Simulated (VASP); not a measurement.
# HfH5 (P4mm) in VASP: a series of runs

The runs below take HfH5 through single point, relaxation of cell and atoms, with PBE.

All numbers are computed with VASP 6.6.1; they aren't measurements. Logs are shortened: lines on timing, memory, paths and dates and some standing lists are left out, and cuts for length are marked.

## 1. The cell of the first run

It takes space group P4mm (No. 99, tetragonal). Conventional cell: a = 3.074 Å, b = 3.074 Å, c = 5.528 Å, α = 90.00°, β = 90.00°, γ = 90.00°. Hf (site symmetry 4mm) has 10 H at 1.94 to 2.52 Å within 2.6 Å. Within 3.1 Å of H (site symmetry 4mm) lie 4 Hf at 2.26 Å and 12 H at 2.36 to 3.07 Å. Within 1.1 Å of H (site symmetry 4mm) lie 1 H at 0.82 Å. Within 2.7 Å of H (site symmetry 2mm) lie 2 Hf at 1.94 Å and 10 H at 2.04 to 2.65 Å. H (site symmetry 4mm) has 1 H at 0.82 Å within 1.1 Å.

The cell was built from a structure type or drawn by symmetry, and may not be a known phase.

## 2. Single point, PBE

Input file INCAR:

```
SYSTEM = HfH5
ALGO = Normal
EDIFF = 1E-6
ENCUT = 520
GGA = PE
ISIF = 2
ISMEAR = 0
LASPH = .True.
LCHARG = .True.
LELF = .True.
LREAL = .False.
LVHAR = .True.
LWAVE = .False.
NBANDS = 16
NELM = 100
PREC = Accurate
SIGMA = 0.1
```

Input file KPOINTS:

```
k-points
0
Gamma
  6 6 4
  0 0 0
```

Input file POSCAR:

```
HfH5
1.0
    3.0737365653      0.0000000000      0.0000000000
    0.0000000000      3.0737365653      0.0000000000
    0.0000000000      0.0000000000      5.5282971473
Hf H
1 5
Direct
    0.5000000000      0.5000000000      0.9708405524
    0.0000000000      0.0000000000      0.8616773160
    0.5000000000      0.5000000000      0.4269987745
    0.0000000000      0.5000000000      0.1855727672
    0.5000000000      0.0000000000      0.1855727672
    0.5000000000      0.5000000000      0.5758649328
```

Potentials or basis: VASP PAW PBE potentials, release 64 (Hf_pv, H).

The run is started by

```sh
> cat potpaw_PBE.64/Hf_pv/POTCAR potpaw_PBE.64/H/POTCAR > POTCAR
> mpirun -np 1 vasp_std > vasp.out
```

OUTCAR:

```text
SYSTEM = HfH5
   EDIFF = 1E-6
   ENCUT = 520
   GGA = PE
   ISIF = 2
   ISMEAR = 0
   LASPH = .True.
   LREAL = .False.
   NELM = 100
   PREC = Accurate

 ion  position               nearest neighbor table
   1  0.500  0.500  0.971-   4 1.94   5 1.94   5 1.94   4 1.94   6 2.18   2 2.26   2 2.26   2 2.26
                             2 2.26
   2  0.000  0.000  0.862-   1 2.26   1 2.26   1 2.26   1 2.26
   3  0.500  0.500  0.427-   6 0.82
   4  0.000  0.500  0.186-   1 1.94   1 1.94
   5  0.500  0.000  0.186-   1 1.94   1 1.94
   6  0.500  0.500  0.576-   3 0.82   1 2.18

  LATTYP: Found a simple tetragonal cell.
 ALAT       =     3.0737365653
 C/A-ratio  =     1.7985591900

  Lattice vectors:

 A1 = (   3.0737365653,   0.0000000000,   0.0000000000)
 A2 = (   0.0000000000,   3.0737365653,   0.0000000000)
 A3 = (   0.0000000000,   0.0000000000,   5.5282971473)

Analysis of symmetry for initial positions (statically):
=====================================================================
 Subroutine PRICEL returns:
 Original cell was already a primitive cell.

 Routine SETGRP: Setting up the symmetry group for a
 simple tetragonal supercell.

 Subroutine GETGRP returns: Found  8 space group operations
 (whereof  8 operations were pure point group operations)
 out of a pool of 16 trial point group operations.

The static configuration has the point symmetry C_4v.

Analysis of symmetry for dynamics (positions and initial velocities):
=====================================================================
 Subroutine PRICEL returns:
 Original cell was already a primitive cell.

 Routine SETGRP: Setting up the symmetry group for a
 simple tetragonal supercell.

 Subroutine GETGRP returns: Found  8 space group operations
 (whereof  8 operations were pure point group operations)
 out of a pool of 16 trial point group operations.

The dynamic configuration has the point symmetry C_4v.

 Subroutine INISYM returns: Found  8 space group operations
 (whereof  8 operations are pure point group operations),
 and found     1 'primitive' translations

----------------------------------------------------------------------------------------

                                     Primitive cell

  volume of cell :      52.2306

  direct lattice vectors                    reciprocal lattice vectors
     3.073736565  0.000000000  0.000000000     0.325336924  0.000000000  0.000000000
[... 99 lines left out ...]
   NFREE  =      0    steps in history (QN), initial steepest desc. (CG)
   ISIF   =      2    stress and relaxation
   ISYM   =      2    0-nonsym 1-usesym 2-fastsym
   POTIM  = 0.5000    time-step for ionic-motion
   TEBEG  =    0.0;   TEEND  =   0.0 temperature during run
   PSTRESS=    0.0 pullay stress
   NELECT =      15.0000    total number of electrons
   NUPDOWN=      -1.0000    fix difference up-down
   EMIN   =  10.00;   EMAX   =-10.00  energy-range for DOS
   EFERMI =   0.00;   METHOD = LEGACY
   ISMEAR =     0;   SIGMA  =   0.10  broadening in eV -4-tet -1-fermi 0-gaus
   EFERMI_NEDOS =   21; number of points for ismear=-14 and -15
   IALGO  =     38    algorithm
   IMIX   =      4    mixing-type and parameters
     AMIX     =   0.40;   BMIX     =  1.00
     AMIX_MAG =   1.60;   BMIX_MAG =  1.00
  volume/ion in A,a.u.               =       8.71        58.74
  Fermi-wavevector in a.u.,A,eV,Ry     =   1.080099  2.041092 15.872755  1.166615
  Thomas-Fermi vector in A             =   2.216082
   LORBIT       =      0    0 simple, 1 ext, 2 COOP (PROOUT), +10 PAW based schemes
   GGA     = PE    functional components
   LHFCALC =     F    Hartree Fock is set to
   AEXX    =    0.0000 exact exchange contribution
   IVDW    =     0    specifies the selected vdW correction
   LEPSILON=     F    determine dielectric tensor
   LRPA    =     F    only Hartree local field effects (RPA)
 non-spin polarized calculation
 Gauss-broadening in eV      SIGMA  =   0.10
  energy-cutoff  :      520.00
  volume of cell :       52.23
 maximum number of plane-waves:      1432
 NGX is ok and might be reduce to    24
   NGX = 11   NGY = 11   NGZ = 21

 number of electron      15.0000007 magnetization

 Free energy of the ion-electron system (eV)
  ---------------------------------------------------
  ext. energy  EPLUGINS =         0.00000000
  ---------------------------------------------------
  free energy    TOTEN  =       -26.49301233 eV

  energy without entropy =      -26.48007783  energy(sigma->0) =      -26.48654508

 E-fermi :   1.8058     XC(G=0):  -9.0011

 val. band max:        1.7927631028   @ k =   0.3333   0.3333   0.2500
 cond. band min:       1.8930753175   @ k =   0.5000   0.0000   0.0000
 fundamental gap:      0.1003122147
 Fermi energy:         1.8058281508

 k-point     1 :       0.0000    0.0000    0.0000
  band No.  band energies     occupation
      1     -29.4700      2.00000
      2     -29.1519      2.00000
      3     -29.1519      2.00000
      4      -8.2610      2.00000
      5      -5.3459      2.00000
      6      -2.7020      2.00000
[... 433 lines left out ...]
      3     -29.0993      2.00000
      4      -5.5991      2.00000
      5      -3.6340      2.00000
      6      -3.2665      2.00000
[... 8 lines left out ...]
     15      12.5201      0.00000
     16      13.2446      0.00000

 [... further k-points ...]

------------------------ aborting loop because EDIFF is reached ----------------------------------------

  FORCE on cell =-STRESS in cart. coord.  units (eV):
  Direction    XX          YY          ZZ          XY          YZ          ZX
  --------------------------------------------------------------------------------------
  -------------------------------------------------------------------------------------
  Total       -0.1643028     -0.1643028     -0.1635181      0.0000000     -0.0000000      0.0000000
  in kB       -5.0400052     -5.0400052     -5.0159320      0.0000000     -0.0000000      0.0000000
  external PRESSURE =      -5.0319808 kB  Pullay stress =       0.0000000 kB

 VOLUME and BASIS-vectors are now :
 -----------------------------------------------------------------------------
  energy-cutoff  :      520.00
  volume of cell :       52.23
      direct lattice vectors                 reciprocal lattice vectors
     3.073736565  0.000000000  0.000000000     0.325336924  0.000000000  0.000000000
     0.000000000  3.073736565  0.000000000     0.000000000  0.325336924  0.000000000
     0.000000000  0.000000000  5.528297147     0.000000000  0.000000000  0.180887527

 POSITION                                       TOTAL-FORCE (eV/Angst)
 -----------------------------------------------------------------------------------
      1.53687      1.53687      5.36710         0.000000      0.000000      0.038556
      0.00000      0.00000      4.76361         0.000000     -0.000000      0.005852
      1.53687      1.53687      2.36058         0.000000      0.000000      0.004045
      0.00000      1.53687      1.02590         0.000000     -0.000000     -0.017732
      1.53687      0.00000      1.02590         0.000000     -0.000000     -0.017732
      1.53687      1.53687      3.18355         0.000000     -0.000000     -0.012989
 -----------------------------------------------------------------------------------
    total drift:                                0.000000     -0.000000     -0.000066

  FREE ENERGIE OF THE ION-ELECTRON SYSTEM (eV)
  ---------------------------------------------------
  free  energy   TOTEN  =       -26.4930123262 eV

  energy  without entropy=      -26.4800778314  energy(sigma->0) =      -26.48654508
```

OSZICAR:

```text
N       E                     dE             d eps       ncg     rms          rms(c)
DAV:   1     0.231488994508E+02    0.23149E+02   -0.71851E+03   960   0.794E+02
DAV:   2    -0.267088522366E+02   -0.49858E+02   -0.47210E+02  1240   0.188E+02
DAV:   3    -0.283319515190E+02   -0.16231E+01   -0.16176E+01  1240   0.250E+01
DAV:   4    -0.283460502537E+02   -0.14099E-01   -0.14097E-01  1200   0.275E+00
DAV:   5    -0.283462760806E+02   -0.22583E-03   -0.22583E-03  1248   0.308E-01    0.473E+01
DAV:   6    -0.267624527525E+02    0.15838E+01   -0.13413E+00  1160   0.786E+00    0.303E+01
DAV:   7    -0.265681828984E+02    0.19427E+00   -0.13805E+00  1248   0.712E+00    0.472E+00
DAV:   8    -0.264916332638E+02    0.76550E-01   -0.25068E-01  1136   0.343E+00    0.126E+00
DAV:   9    -0.264935681301E+02   -0.19349E-02   -0.31850E-02  1104   0.119E+00    0.695E-01
DAV:  10    -0.264927062102E+02    0.86192E-03   -0.26389E-03  1216   0.346E-01    0.168E-01
DAV:  11    -0.264930156653E+02   -0.30946E-03   -0.11120E-03  1016   0.212E-01    0.176E-01
DAV:  12    -0.264929939411E+02    0.21724E-04   -0.13782E-04  1240   0.798E-02    0.694E-02
DAV:  13    -0.264930087000E+02   -0.14759E-04   -0.23998E-05  1016   0.321E-02    0.222E-02
DAV:  14    -0.264930118610E+02   -0.31611E-05   -0.38208E-06  1088   0.134E-02    0.809E-03
DAV:  15    -0.264930123262E+02   -0.46520E-06   -0.57508E-07   880   0.489E-03
   1 F= -.26493012E+02 E0= -.26486545E+02  d E =-.129345E-01
```

It took 16 s on 1 thread of Intel Xeon 6975P-C (Granite Rapids), shared host; peak memory 0.17 GiB.

Results:

| Property | Result |
| --- | --- |
| Free energy | -26.4930 eV |
| Pressure | -0.5 GPa |
| Largest force | 0.039 eV/Å |
| Band gap on the k mesh | zero (an odd number of electrons rules out a gap without spin polarisation) |

Forces on the atoms (eV/Å):
```
Hf   0.000  0.000  0.039
H    0.000  0.000  0.006
H    0.000  0.000  0.004
H    0.000  0.000 -0.018
H    0.000  0.000 -0.018
H    0.000  0.000 -0.013
```

Caveat: spin-orbit coupling is left out, which moves the levels of the heavy elements.

## 3. Single point, PBE

This run uses another cell than the first one, of 11.58 Å³/atom.

Input file INCAR:

```
PREC     = Accurate       # precision mode
ENCUT    = 520            # plane-wave cutoff, eV
EDIFF    = 1E-7           # SCF threshold, eV
ISMEAR   = 0              # smearing method
SIGMA    = 0.1            # smearing width, eV
LREAL    = False          # projectors in reciprocal space
LASPH    = True           # aspherical terms in the spheres
NELM     = 60             # most SCF steps
ALGO     = Normal         # electronic algorithm
ISIF     = 2              # what is computed and relaxed
LWAVE    = False          # write WAVECAR
LCHARG   = False          # write CHGCAR
GGA      = PE             # functional
NBANDS   = 16             # bands
```

Input file KPOINTS:

```
regular mesh
0
Gamma
  6 6 4
```

Input file POSCAR:

```
HfH5
1.0
    3.2416005300      0.0000000000      0.0000000000
    0.0000000000      3.2416005300      0.0000000000
    0.0000000000      0.0000000000      6.6124430400
Hf H
1 5
Direct
    0.5000000000      0.5000000000      0.9394414700
    0.0000000000      0.0000000000      0.7757710400
    0.5000000000      0.5000000000      0.3701824200
    0.0000000000      0.5000000000      0.2283105100
    0.5000000000      0.0000000000      0.2283105100
    0.5000000000      0.5000000000      0.6645111600
```

Potentials or basis: VASP PAW PBE potentials, release 64 (Hf_pv, H).

The run is started by

```sh
> cat potpaw_PBE.64/Hf_pv/POTCAR potpaw_PBE.64/H/POTCAR > POTCAR
> mpirun -np 1 vasp_std > vasp.out
```

Wall time 13 s (1 thread of Intel Xeon 6975P-C (Granite Rapids), shared host); peak memory 0.18 GiB.

It converged, with:

* Free energy: -22.4133 eV
* Pressure: -15.1 GPa
* Largest force: 3.013 eV/Å
* Band gap on the k mesh: zero (an odd number of electrons rules out a gap without spin polarisation)

Forces on the atoms (eV/Å):
```
Hf   0.000  0.000  3.013
H    0.000  0.000  1.421
H    0.000  0.000 -1.043
H    0.000  0.000 -1.137
H    0.000  0.000 -1.137
H    0.000  0.000 -1.117
```

Stress tensor (GPa, compression positive):
```
-10.63   0.00   0.00
  0.00 -10.63   0.00
  0.00   0.00 -23.95
```

Levels at points of the mesh, in eV from the Fermi level:
```tsv
k point	band 4	band 5	band 6	band 7	band 8	band 9	band 10	band 11
(0.00, 0.00, 0.00)	-7.13	-4.85	-2.64	-0.76	1.04	3.20	3.49	3.49
(0.50, 0.00, 0.00)	-4.65	-3.26	-2.77	-1.66	-1.01	2.31	2.63	3.24
(0.50, 0.50, 0.00)	-3.48	-2.61	-1.76	-1.76	0.17	1.94	1.94	2.99
(0.00, 0.00, 0.50)	-6.78	-5.61	-2.13	-0.75	0.69	3.17	3.48	3.48
(0.50, 0.00, 0.50)	-4.18	-3.29	-2.91	-2.76	-0.61	2.63	3.05	3.44
(0.50, 0.50, 0.50)	-3.47	-1.93	-1.79	-1.79	-1.15	2.15	2.15	2.88
```

Caveat: the cell stands under tension; spin-orbit coupling is left out, which moves the levels of the heavy elements; forces of over 1 eV/Å act on the atoms, so gaps and moduli don't describe the material at rest.

## 4. Relaxation of cell and atoms, PBE

This run uses another cell than the first one, of 11.58 Å³/atom.

Input file INCAR:

```
ALGO     = Normal         # electronic algorithm
EDIFF    = 1E-6           # SCF threshold, eV
EDIFFG   = -0.04          # ionic threshold
ENCUT    = 600            # plane-wave cutoff, eV
GGA      = PE             # functional
IBRION   = 2              # ionic algorithm
ISIF     = 3              # what is computed and relaxed
ISMEAR   = 0              # smearing method
LASPH    = True           # aspherical terms in the spheres
LCHARG   = False          # write CHGCAR
LREAL    = False          # projectors in reciprocal space
LWAVE    = False          # write WAVECAR
NELM     = 60             # most SCF steps
NSW      = 90             # ionic steps
PREC     = Accurate       # precision mode
SIGMA    = 0.1            # smearing width, eV
```

Input file KPOINTS:

```
k-points
0
Gamma
  6 6 4
```

POSCAR is that of step 3.

Potentials or basis: VASP PAW PBE potentials, release 64 (Hf_pv, H).

The run is started by

```sh
> cat potpaw_PBE.64/Hf_pv/POTCAR potpaw_PBE.64/H/POTCAR > POTCAR
> mpirun -np 1 vasp_std > vasp.out
```

OUTCAR:

```text
EDIFF = 1E-6
   EDIFFG = -0.04
   ENCUT = 600
   GGA = PE
   IBRION = 2
   ISIF = 3
   ISMEAR = 0
   LASPH = True
   LREAL = False
   NELM = 60
   NSW = 90
   PREC = Accurate

 ion  position               nearest neighbor table
   1  0.500  0.500  0.939-   6 1.82
   2  0.000  0.000  0.776-
   3  0.500  0.500  0.370-
   4  0.000  0.500  0.228-
   5  0.500  0.000  0.228-
   6  0.500  0.500  0.665-   1 1.82

  LATTYP: Found a simple tetragonal cell.
 ALAT       =     3.2416005300
 C/A-ratio  =     2.0398698047

  Lattice vectors:

 A1 = (   3.2416005300,   0.0000000000,   0.0000000000)
 A2 = (   0.0000000000,   3.2416005300,   0.0000000000)
 A3 = (   0.0000000000,   0.0000000000,   6.6124430400)

[... 186 lines left out ...]
 E-fermi :  -0.6964     XC(G=0):  -8.2149

 val. band max:       -0.7071962936   @ k =   0.5000   0.3333   0.5000
 cond. band min:      -0.6907869962   @ k =   0.5000   0.1667   0.5000
 fundamental gap:      0.0164092973
 Fermi energy:        -0.6964384187
[... 794 lines left out ...]
  FREE ENERGIE OF THE ION-ELECTRON SYSTEM (eV)
  ---------------------------------------------------
  free  energy   TOTEN  =       -19.2053789390 eV

  energy  without entropy=      -19.2037479714  energy(sigma->0) =      -19.20456346

[... ionic steps 4 to 18 ...]

--------------------------------------- Ionic step       19  -------------------------------------------

 number of electron      15.0000002 magnetization

------------------------ aborting loop because EDIFF is reached ----------------------------------------
[... 75 lines left out ...]
--------------------------------------- Ionic step       21  -------------------------------------------

 number of electron      15.0000003 magnetization

 Free energy of the ion-electron system (eV)
  ---------------------------------------------------
  ext. energy  EPLUGINS =         0.00000000
  ---------------------------------------------------
  free energy    TOTEN  =       -26.49620782 eV

  energy without entropy =      -26.48369812  energy(sigma->0) =      -26.48995297

 E-fermi :   1.8637     XC(G=0):  -9.0550

 val. band max:        1.8546980853   @ k =   0.5000   0.1667   0.0000
 cond. band min:       1.8817888119   @ k =   0.5000   0.5000   0.5000
 fundamental gap:      0.0270907266
 Fermi energy:         1.8637454400
[... 369 lines left out ...]
  FREE ENERGIE OF THE ION-ELECTRON SYSTEM (eV)
  ---------------------------------------------------
  free  energy   TOTEN  =       -26.4962078202 eV

  energy  without entropy=      -26.4836981247  energy(sigma->0) =      -26.48995297

 reached required accuracy - stopping structural energy minimisation
```

CONTCAR:

```text
HfH5
   1.00000000000000
     3.0847907049521361    0.0000000000000000    0.0000000000000000
     0.0000000000000000    3.0847907049521361    0.0000000000000000
     0.0000000000000000   -0.0000000000000000    5.4289445437109309
  Hf              H
     1     5
Direct
     0.5000000000000000    0.5000000000000000    0.9718481761117050
     0.0000000000000000    0.0000000000000000    0.8619421008460828
     0.5000000000000000    0.5000000000000000    0.4214793745215252
     0.0000000000000000    0.5000000000000000    0.1883337462642423
     0.5000000000000000    0.0000000000000000    0.1883337462642423
     0.5000000000000000    0.5000000000000000    0.5745899659922057

  0.00000000E+00  0.00000000E+00  0.00000000E+00
  0.00000000E+00  0.00000000E+00  0.00000000E+00
  0.00000000E+00  0.00000000E+00  0.00000000E+00
  0.00000000E+00  0.00000000E+00  0.00000000E+00
  0.00000000E+00  0.00000000E+00  0.00000000E+00
  0.00000000E+00  0.00000000E+00  0.00000000E+00
```

It took 4.1 min on 1 thread of Intel Xeon 6975P-C (Granite Rapids), shared host; peak memory 0.23 GiB.

What came out:

```yaml
Free_energy: -26.4962 eV
Relaxed_volume: 8.61 Å³/atom
Relaxed_cell: a = 3.085 Å, b = 3.085 Å, c = 5.429 Å, α = 90.00°, β = 90.00°, γ = 90.00°
Space_group_after_relaxing_to_0.1_Å: P4mm (No. 99)
Pressure_after_relaxing: -0.3 GPa
Largest_force_after_relaxing: 0.028 eV/Å
Band_gap_on_the_k_mesh: zero (an odd number of electrons rules out a gap without spin polarisation)
```

Forces in eV/Å, atoms in the order of the input:
```
Hf   0.000  0.000  0.028
H    0.000  0.000 -0.007
H    0.000  0.000  0.010
H    0.000  0.000 -0.020
H    0.000  0.000 -0.020
H    0.000  0.000  0.008
```

Stress tensor (GPa, compression positive):
```
-0.55  0.00  0.00
 0.00 -0.55  0.00
 0.00  0.00  0.29
```

Final structure:
```
Hf H
1.0
     3.08479    0.00000    0.00000
     0.00000    3.08479    0.00000
     0.00000    0.00000    5.42894
Hf H
1 5
Direct
  0.50000 0.50000 0.97185
  0.00000 0.00000 0.86194
  0.50000 0.50000 0.42148
  0.00000 0.50000 0.18833
  0.50000 0.00000 0.18833
  0.50000 0.50000 0.57459
```

Levels at points of the mesh, in eV from the Fermi level:
```tsv
k point	band 4	band 5	band 6	band 7	band 8	band 9	band 10	band 11
(0.00, 0.00, 0.00)	-10.13	-7.11	-4.39	-3.70	1.98	2.79	2.79	4.72
(0.50, 0.00, 0.00)	-8.08	-5.23	-4.80	-4.58	0.15	1.68	3.36	3.39
(0.50, 0.50, 0.00)	-7.00	-6.26	-4.01	-4.01	1.39	1.39	3.55	4.01
(0.00, 0.00, 0.50)	-9.27	-8.46	-3.69	-3.52	-0.04	2.71	2.71	4.57
(0.50, 0.00, 0.50)	-7.43	-5.44	-5.10	-5.02	-0.60	1.69	3.17	3.31
(0.50, 0.50, 0.50)	-6.61	-6.24	-4.10	-4.10	0.02	1.77	1.77	3.51
```

Caveat: the volume moved by over 15 % at a fixed basis, so the end points are rough; spin-orbit coupling is left out, which moves the levels of the heavy elements.

(Part 1 of 2 ends here.)
